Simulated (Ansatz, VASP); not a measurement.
BaF2 in VASP and in Ansatz

```xyz
3
Lattice="0.0000 3.0974 3.0974 3.0974 0.0000 3.0974 3.0974 3.0974 0.0000" Properties=species:S:1:pos:R:3 pbc="T T T"
Ba    0.0000    0.0000    0.0000
F     1.5487    1.5487    1.5487
F     4.6460    4.6460    4.6460
```

Alike in both runs: functional r2SCAN; k mesh 6 × 6 × 6; occupations gaussian, width 0.02 eV; no spin polarisation.

Ansatz relaxed the structure, and its values are those at the end. VASP's run is a single point on that final structure, the one shown.

|  | VASP | Ansatz |
| --- | --- | --- |
| version | VASP 6.6.1 | Ansatz 0.2.0 |
| potentials or method | VASP PAW PBE potentials, release 64 (Ba_sv, F), cutoff 660 eV | scalar-relativistic, plane waves, PAW |
| valence electrons in the cell | 24 | 24 |

```tsv
	VASP	Ansatz	Ansatz less VASP
gap on the k mesh at the Fermi level (eV)	7.36	7.44	+0.078
least direct gap on the mesh (eV)	7.43	7.52	+0.088
pressure (GPa)	0.9	0.0	-0.89
```

VASP's potentials were made for PBE, not for r2SCAN.

Spin-orbit coupling is off throughout.
